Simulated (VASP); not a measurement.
# HfB2 in VASP: notebook

The runs below take HfB2 through single point, relaxation of cell and atoms, with PBE.

All numbers are computed with VASP 6.6.1; they aren't measurements. Logs are shortened: lines on timing, memory, paths and dates and some standing lists are left out, and cuts for length are marked.

## Step 1: The cell of the first run

The typed cell holds 6 atoms: a = 4.581 Å, b = 4.581 Å, c = 4.188 Å, α = 90.00°, β = 90.00°, γ = 120.00°.

The cell was built from a structure type or drawn by symmetry, and may not be a known phase.

## Step 2: Single point, PBE

Contents of INCAR:

```
ALGO     = Normal         # electronic algorithm
EDIFF    = 1E-7           # SCF threshold, eV
ENCUT    = 520            # plane-wave cutoff, eV
GGA      = PE             # functional
ISIF     = 2              # what is computed and relaxed
ISMEAR   = 0              # smearing method
LASPH    = True           # aspherical terms in the spheres
LCHARG   = False          # write CHGCAR
LREAL    = False          # projectors in reciprocal space
LWAVE    = False          # write WAVECAR
NBANDS   = 25             # bands
NELM     = 100            # most SCF steps
PREC     = Accurate       # precision mode
SIGMA    = 0.1            # smearing width, eV
```

Contents of KPOINTS:

```
k-points
0
Gamma
  6 6 6
```

Contents of POSCAR:

```
HfB2
1.0
    4.5813476302     -0.0000000027      0.0000000000
   -2.2906738127      3.9675634327      0.0000000000
    0.0000000000      0.0000000000      4.1884245613
Hf B
2 4
Direct
    0.3333333333      0.6666666667      0.0952891116
    0.6666666667      0.3333333333      0.0952891116
    0.5000000000      0.0000000000      0.5952934340
    0.0000000000      0.5000000000      0.5952934340
    0.5000000000      0.5000000000      0.5952934340
    0.0000000000      0.0000000000      0.0949991449
```

Potentials or basis: VASP PAW PBE potentials, release 64 (Hf_pv, B).

Run with:

```bash
cat potpaw_PBE.64/Hf_pv/POTCAR potpaw_PBE.64/B/POTCAR > POTCAR
mpirun -np 1 vasp_std > vasp.out
```

OUTCAR:

```text
EDIFF = 1E-7
   ENCUT = 520
   GGA = PE
   ISIF = 2
   ISMEAR = 0
   LASPH = True
   LREAL = False
   NELM = 100
   PREC = Accurate

 ion  position               nearest neighbor table
   1  0.333  0.667  0.095-   3 2.48   4 2.48   5 2.48   3 2.48   4 2.48   5 2.48   2 2.65   2 2.65
                             2 2.65   6 2.65   6 2.65   6 2.65
   2  0.667  0.333  0.095-   3 2.48   4 2.48   5 2.48   3 2.48   4 2.48   5 2.48   1 2.65   1 2.65
                             1 2.65   6 2.65   6 2.65   6 2.65
   3  0.500  0.000  0.595-   1 2.48   2 2.48   1 2.48   2 2.48
   4  0.000  0.500  0.595-   1 2.48   2 2.48   1 2.48   2 2.48
   5  0.500  0.500  0.595-   1 2.48   2 2.48   1 2.48   2 2.48
   6  0.000  0.000  0.095-   1 2.65   2 2.65   1 2.65   2 2.65   2 2.65   1 2.65

  LATTYP: Found a hexagonal cell.
 ALAT       =     4.5813476302
 C/A-ratio  =     0.9142341729

  Lattice vectors:

 A1 = (   4.5813476302,  -0.0000000027,   0.0000000000)
 A2 = (  -2.2906738127,   3.9675634327,   0.0000000000)
 A3 = (   0.0000000000,   0.0000000000,   4.1884245613)

Analysis of symmetry for initial positions (statically):
=====================================================================
 Subroutine PRICEL returns:
 Original cell was already a primitive cell.

 Routine SETGRP: Setting up the symmetry group for a
 hexagonal supercell.

 Subroutine GETGRP returns: Found 12 space group operations
 (whereof 12 operations were pure point group operations)
 out of a pool of 24 trial point group operations.

The static configuration has the point symmetry C_6v.

Analysis of symmetry for dynamics (positions and initial velocities):
=====================================================================
 Subroutine PRICEL returns:
 Original cell was already a primitive cell.

 Routine SETGRP: Setting up the symmetry group for a
 hexagonal supercell.

 Subroutine GETGRP returns: Found 12 space group operations
 (whereof 12 operations were pure point group operations)
 out of a pool of 24 trial point group operations.

The dynamic configuration has the point symmetry C_6v.

 Subroutine INISYM returns: Found 12 space group operations
 (whereof 12 operations are pure point group operations),
 and found     1 'primitive' translations

----------------------------------------------------------------------------------------

                                     Primitive cell

  volume of cell :      76.1321

  direct lattice vectors                    reciprocal lattice vectors
     4.581347630 -0.000000003  0.000000000     0.218276385  0.126021930  0.000000000
    -2.290673813  3.967563433  0.000000000     0.000000000  0.252043859  0.000000000
     0.000000000  0.000000000  4.188424561     0.000000000  0.000000000  0.238753256

  length of vectors
     4.581347630  4.581347630  4.188424561     0.252043859  0.252043859  0.238753256

  position of ions in fractional coordinates (direct lattice)
     0.333333333  0.666666667  0.095289112
     0.666666667  0.333333333  0.095289112
     0.500000000  1.000000000  0.595293434
     1.000000000  0.500000000  0.595293434
     0.500000000  0.500000000  0.595293434
     0.000000000  0.000000000  0.094999145

  ion indices of the primitive-cell ions
   primitive index   ion index
                 1           1
                 2           2
                 3           3
                 4           4
                 5           5
                 6           6

----------------------------------------------------------------------------------------

 KPOINTS: k-points

Automatic generation of k-mesh.
 Grid dimensions read from file:
 generate k-points for:    6    6    6

 Generating k-lattice:

  Cartesian coordinates                     Fractional coordinates (reciprocal lattice)
     0.036379398  0.021003655  0.000000000     0.166666667 -0.000000000  0.000000000
     0.000000000  0.042007310  0.000000000     0.000000000  0.166666667  0.000000000
     0.000000000  0.000000000  0.039792209     0.000000000  0.000000000  0.166666667

  Length of vectors
     0.042007310  0.042007310  0.039792209

  Shift w.r.t. Gamma in fractional coordinates (k-lattice)
     0.000000000  0.000000000  0.000000000

 Subroutine IBZKPT returns following result:
 ===========================================

 Found     28 irreducible k-points:

 Following reciprocal coordinates:
            Coordinates               Weight
  0.000000  0.000000  0.000000      1.000000
  0.166667  0.000000  0.000000      6.000000
  0.333333 -0.000000  0.000000      6.000000
  0.500000 -0.000000  0.000000      3.000000
  0.166667  0.166667  0.000000      6.000000
  0.333333  0.166667  0.000000     12.000000
[... 16 lines left out ...]
  0.166667  0.000000  0.500000      6.000000
  0.333333 -0.000000  0.500000      6.000000
 [... further k-points ...]
   k-points           NKPTS =     28   k-points in BZ     NKDIM =     28   number of bands    NBANDS=     25
   number of dos      NEDOS =    301   number of ions     NIONS =      6
   total plane-waves  NPLWV =  41472
   dimension x,y,z NGX =    36 NGY =   36 NGZ =   32
   dimension x,y,z NGXF=    72 NGYF=   72 NGZF=   64
   ions per type =               2   4
   NGX,Y,Z   is equivalent  to a cutoff of  13.06, 13.06, 12.70 a.u.
   NGXF,Y,Z  is equivalent  to a cutoff of  26.13, 26.13, 25.40 a.u.
 SYSTEM =  unknown system
   PREC   = accura    normal or accurate (medium, high low for compatibility)
   ISTART =      0    job   : 0-new  1-cont  2-samecut
   ICHARG =      2    charge: 1-file 2-atom 10-const
   ISPIN  =      1    spin polarized calculation?
   LNONCOLLINEAR =      F non collinear calculations
   LSORBIT =      F    spin-orbit coupling
   LASPH  =      T    aspherical Exc in radial PAW
   ENCUT  =  520.0 eV  38.22 Ry    6.18 a.u.   8.52  8.52  7.79*2*pi/ulx,y,z
   NELM   =    100;   NELMIN=  2; NELMDL= -5     # of ELM steps
   EDIFF  = 0.1E-06   stopping-criterion for ELM
   LREAL  =      F    real-space projection
   EDIFFG = 0.1E-05   stopping-criterion for IOM
   NSW    =      0    number of steps for IOM
   IBRION =     -1    ionic relax: 0-MD 1-quasi-New 2-CG
   NFREE  =      0    steps in history (QN), initial steepest desc. (CG)
   ISIF   =      2    stress and relaxation
   ISYM   =      2    0-nonsym 1-usesym 2-fastsym
   POTIM  = 0.5000    time-step for ionic-motion
   TEBEG  =    0.0;   TEEND  =   0.0 temperature during run
   PSTRESS=    0.0 pullay stress
   NELECT =      32.0000    total number of electrons
   NUPDOWN=      -1.0000    fix difference up-down
   EMIN   =  10.00;   EMAX   =-10.00  energy-range for DOS
   EFERMI =   0.00;   METHOD = LEGACY
   ISMEAR =     0;   SIGMA  =   0.10  broadening in eV -4-tet -1-fermi 0-gaus
   EFERMI_NEDOS =   21; number of points for ismear=-14 and -15
   IALGO  =     38    algorithm
   IMIX   =      4    mixing-type and parameters
     AMIX     =   0.40;   BMIX     =  1.00
     AMIX_MAG =   1.60;   BMIX_MAG =  1.00
  volume/ion in A,a.u.               =      12.69        85.63
  Fermi-wavevector in a.u.,A,eV,Ry     =   1.226315  2.317400 20.461117  1.503850
  Thomas-Fermi vector in A             =   2.361321
   LORBIT       =      0    0 simple, 1 ext, 2 COOP (PROOUT), +10 PAW based schemes
   GGA     = PE    functional components
   LHFCALC =     F    Hartree Fock is set to
   AEXX    =    0.0000 exact exchange contribution
   IVDW    =     0    specifies the selected vdW correction
   LEPSILON=     F    determine dielectric tensor
   LRPA    =     F    only Hartree local field effects (RPA)
 non-spin polarized calculation
 Gauss-broadening in eV      SIGMA  =   0.10
  energy-cutoff  :      520.00
  volume of cell :       76.13
 maximum number of plane-waves:      2085
 NGX is ok and might be reduce to    36
   NGX = 17   NGY = 17   NGZ = 15

 number of electron      32.0000001 magnetization

 Free energy of the ion-electron system (eV)
  ---------------------------------------------------
  ext. energy  EPLUGINS =         0.00000000
  ---------------------------------------------------
  free energy    TOTEN  =       -41.81844672 eV

  energy without entropy =      -41.80442908  energy(sigma->0) =      -41.81143790

 E-fermi :   4.4322     XC(G=0): -11.3460

 val. band max:        4.4157894885   @ k =   0.3333  -0.0000   0.3333
 cond. band min:       4.6092583889   @ k =   0.1667   0.0000   0.3333
 fundamental gap:      0.1934689004
 Fermi energy:         4.4321980842

 k-point     1 :       0.0000    0.0000    0.0000
  band No.  band energies     occupation
      1     -25.6390      2.00000
      2     -25.6390      2.00000
      3     -25.0274      2.00000
      4     -24.5852      2.00000
      5     -24.2993      2.00000
      6     -24.2993      2.00000
[... 17 lines left out ...]
     24       8.3519      0.00000
     25      11.4517      0.00000

 k-point     2 :       0.1667    0.0000    0.0000
  band No.  band energies     occupation
      1     -25.6723      2.00000
      2     -25.5802      2.00000
      3     -25.0018      2.00000
      4     -24.6120      2.00000
      5     -24.3668      2.00000
      6     -24.2592      2.00000
[... 17 lines left out ...]
     24       9.3056      0.00000
     25      11.8763      0.00000

 k-point     3 :       0.3333   -0.0000    0.0000
  band No.  band energies     occupation
      1     -25.7339      2.00000
      2     -25.4384      2.00000
      3     -24.9356      2.00000
      4     -24.6806      2.00000
      5     -24.5257      2.00000
      6     -24.1841      2.00000
[... 552 lines left out ...]
 k-point    23 :       0.1667    0.0000    0.5000
  band No.  band energies     occupation
      1     -25.6701      2.00000
      2     -25.5780      2.00000
      3     -25.0507      2.00000
      4     -24.6542      2.00000
      5     -24.3636      2.00000
      6     -24.2562      2.00000
[... 17 lines left out ...]
     24      10.7519      0.00000
     25      11.0665      0.00000

 k-point    24 :       0.3333   -0.0000    0.5000
  band No.  band energies     occupation
      1     -25.7314      2.00000
      2     -25.4355      2.00000
      3     -24.9832      2.00000
      4     -24.7238      2.00000
      5     -24.5229      2.00000
      6     -24.1815      2.00000
[... 17 lines left out ...]
     24       9.8156      0.00000
     25      11.3567      0.00000

 [... further k-points ...]
[... 5 lines left out ...]
  --------------------------------------------------------------------------------------
  -------------------------------------------------------------------------------------
  Total       -0.1548557     -0.1548557      0.1271317     -0.0000000      0.0000000      0.0000000
  in kB       -3.2588913     -3.2588913      2.6754482     -0.0000000      0.0000000      0.0000000
  external PRESSURE =      -1.2807781 kB  Pullay stress =       0.0000000 kB

 VOLUME and BASIS-vectors are now :
 -----------------------------------------------------------------------------
  energy-cutoff  :      520.00
  volume of cell :       76.13
      direct lattice vectors                 reciprocal lattice vectors
     4.581347630 -0.000000003  0.000000000     0.218276385  0.126021930  0.000000000
    -2.290673813  3.967563433  0.000000000     0.000000000  0.252043859  0.000000000
     0.000000000  0.000000000  4.188424561     0.000000000  0.000000000  0.238753256

 POSITION                                       TOTAL-FORCE (eV/Angst)
 -----------------------------------------------------------------------------------
      0.00000      2.64504      0.39911        -0.000000      0.000000     -0.000671
      2.29067      1.32252      0.39911        -0.000000     -0.000000     -0.000671
      2.29067     -0.00000      2.49334         0.000000     -0.000000     -0.000542
     -1.14534      1.98378      2.49334         0.000000     -0.000000     -0.000542
      1.14534      1.98378      2.49334         0.000000     -0.000000     -0.000542
      0.00000      0.00000      0.39790         0.000000     -0.000000      0.002967
 -----------------------------------------------------------------------------------
    total drift:                                0.000000      0.000000      0.000297

  FREE ENERGIE OF THE ION-ELECTRON SYSTEM (eV)
  ---------------------------------------------------
  free  energy   TOTEN  =       -41.8184467197 eV

  energy  without entropy=      -41.8044290793  energy(sigma->0) =      -41.81143790
```

Wall time 84 s (1 thread of Intel Xeon Platinum 8259CL at 2.50GHz (Skylake/Cascade Lake), shared host); peak memory 0.21 GiB.

What came out:

```yaml
Free_energy: -41.8184 eV
Pressure: -0.1 GPa
Band_gap_on_the_k_mesh: zero (bands 16 and 17 overlap by 1.01 eV)
```

Forces in eV/Å, atoms in the order of the input:
```
Hf   0.000  0.000 -0.001
Hf   0.000  0.000 -0.001
B    0.000  0.000 -0.001
B    0.000  0.000 -0.001
B    0.000  0.000 -0.001
B    0.000  0.000  0.003
```

Stress tensor (GPa, compression positive):
```
-0.33  0.00  0.00
 0.00 -0.33  0.00
 0.00  0.00  0.27
```

Caveat: spin-orbit coupling is left out, which moves the levels of the heavy elements.

## Step 3: Single point, PBE

This run uses another cell than the first one, of 12.72 Å³/atom.

Contents of INCAR:

```
SYSTEM = HfB2
  PREC = Accurate
  ENCUT = 520
  EDIFF = 1E-7
  ISMEAR = 0
  SIGMA = 0.1
  LREAL = .False.
  LASPH = .True.
  NELM = 60
  ALGO = Normal
  ISIF = 2
  LWAVE = .False.
  LCHARG = .False.
  GGA = PE
  NBANDS = 25
```

Contents of KPOINTS:

```
regular mesh
0
Gamma
  12 12 10
  0 0 0
```

Contents of POSCAR:

```
HfB2
1.0
    4.5917118079      0.0000000000      0.0000000000
   -2.2958559040      3.9765390725      0.0000000000
    0.0000000000      0.0000000000      4.1793482899
Hf B
2 4
Direct
    0.3333333333      0.6666666667      0.0000000000
    0.6666666667      0.3333333333      0.0000000000
    0.5000000000      0.0000000000      0.5000000000
    0.0000000000      0.5000000000      0.5000000000
    0.5000000000      0.5000000000      0.5000000000
    0.0000000000      0.0000000000      0.0000000000
```

Potentials or basis: VASP PAW PBE potentials, release 64 (Hf_pv, B).

Run with:

```bash
cat potpaw_PBE.64/Hf_pv/POTCAR potpaw_PBE.64/B/POTCAR > POTCAR
mpirun -np 1 vasp_std > vasp.out
```

Wall time 3.3 min (1 thread of Intel Xeon Platinum 8259CL at 2.50GHz (Skylake/Cascade Lake), shared host); peak memory 0.32 GiB.

The run converged. Its results:

- Free energy: -41.8151 eV
- Pressure: -0.2 GPa
- Band gap on the k mesh: zero (bands 16 and 17 overlap by 1.40 eV)

Stress tensor (GPa, compression positive):
```
-0.42  0.00  0.00
 0.00 -0.42  0.00
 0.00  0.00  0.37
```

Levels at points of the mesh, in eV from the Fermi level:
| k point | band 14 | band 15 | band 16 | band 17 | band 18 | band 19 |
| --- | --- | --- | --- | --- | --- | --- |
| (0.00, 0.00, 0.00) | -1.81 | -1.79 | -1.79 | 1.23 | 1.23 | 2.86 |
| (0.50, 0.00, 0.00) | -1.44 | -1.27 | -1.19 | -0.06 | 2.55 | 2.86 |
| (0.00, 0.00, 0.50) | -1.89 | -1.85 | -1.85 | 0.55 | 0.55 | 1.40 |
| (0.50, 0.00, 0.50) | -1.38 | -0.02 | 0.36 | 1.45 | 1.67 | 1.76 |

Caveat: spin-orbit coupling is left out, which moves the levels of the heavy elements.

## Step 4: Relaxation of cell and atoms, PBE

Contents of INCAR:

```
PREC = Accurate
ENCUT = 600
EDIFF = 1E-6
ISMEAR = 0
SIGMA = 0.1
LREAL = F
LASPH = T
NELM = 60
ALGO = Normal
ISIF = 3
LWAVE = F
LCHARG = F
GGA = PE
IBRION = 2
NSW = 100
EDIFFG = -0.01
```

Contents of KPOINTS:

```
Automatic mesh
0
Gamma
  12 12 10
```

Edit POSCAR of step 3 so:

```diff
@@ -2,5 +2,5 @@
 1.0
-    4.5917118079      0.0000000000      0.0000000000
-   -2.2958559040      3.9765390725      0.0000000000
-    0.0000000000      0.0000000000      4.1793482899
+    4.5813476302      0.0000000000      0.0000000000
+   -2.2906738151      3.9675634313      0.0000000000
+    0.0000000000      0.0000000000      4.1884245613
 Hf B
```

Run with:

```bash
cat potpaw_PBE.64/Hf_pv/POTCAR potpaw_PBE.64/B/POTCAR > POTCAR
mpirun -np 1 vasp_std > vasp.out
```

Wall time 7.8 min (1 thread of Intel Xeon Platinum 8259CL at 2.50GHz (Skylake/Cascade Lake), shared host); peak memory 0.37 GiB.

The run converged. Its results:

```
Free energy                           : -41.8195 eV
Relaxed volume                        : 12.62 Å³/atom
Relaxed cell                          : a = 4.560 Å, b = 4.560 Å, c = 4.205 Å, α = 90.00°, β = 90.00°, γ = 120.00°
Space group after relaxing (to 0.1 Å) : P6/mmm (No. 191)
Energy gained by relaxing             : 0.2 meV/atom
Ionic steps                           : 3
Pressure after relaxing               : 0.1 GPa
Band gap on the k mesh                : zero (bands 16 and 17 overlap by 1.34 eV)
```

The path:
```
step  energy change (eV)  largest force (eV/Å)  pressure (GPa)  volume (Å³)
   1              0.0000                0.0000           -0.11        76.13
   2             -0.0004                0.0000           -0.07        76.03
   3             -0.0009                0.0000            0.08        75.74
```

Final structure:
```
Hf B
1.0
     4.56041    0.00000    0.00000
    -2.28020    3.94943    0.00000
     0.00000    0.00000    4.20511
Hf B
2 4
Direct
  0.33333 0.66667 0.00000
  0.66667 0.33333 0.00000
  0.50000 0.00000 0.50000
  0.00000 0.50000 0.50000
  0.50000 0.50000 0.50000
  0.00000 0.00000 0.00000
```

Levels at points of the mesh, in eV from the Fermi level:
```csv
k point,band 14,band 15,band 16,band 17,band 18,band 19
"(0.00, 0.00, 0.00)",-1.93,-1.81,-1.81,1.13,1.13,2.96
"(0.50, 0.00, 0.00)",-1.47,-1.33,-1.25,-0.08,2.61,2.85
"(0.00, 0.00, 0.50)",-1.91,-1.90,-1.90,0.60,0.60,1.40
"(0.50, 0.00, 0.50)",-1.46,-0.15,0.41,1.52,1.58,1.85
```

Caveat: spin-orbit coupling is left out, which moves the levels of the heavy elements.

## Step 5: Summary

| task | cell | k mesh | cutoff (eV) | gap on the mesh (eV) | pressure (GPa) |
| --- | --- | --- | --- | --- | --- |
| single point | a = 4.581, b = 4.581, c = 4.188 Å, angles 90.0, 90.0, 120.0°, 6 atoms | 6 × 6 × 6 | 520 | none | -0.1 |
| single point | a = 4.592, b = 4.592, c = 4.179 Å, angles 90.0, 90.0, 120.0°, 6 atoms | 12 × 12 × 10 | 520 | none | -0.2 |
| relaxation of cell and atoms | relaxed from a = 4.581, b = 4.581, c = 4.188 Å, angles 90.0, 90.0, 120.0°, 6 atoms | 12 × 12 × 10 | 600 | none | 0.1 |

Alike in all rows: level PBE; potentials or basis VASP PAW PBE potentials, release 64 (Hf_pv, B); no spin polarisation; smearing gaussian 0.1 eV.

Caveats: spin-orbit coupling is left out, which moves the levels of the heavy elements.

Total energies depend on the potentials used, so only differences within one code and one set of settings carry meaning.
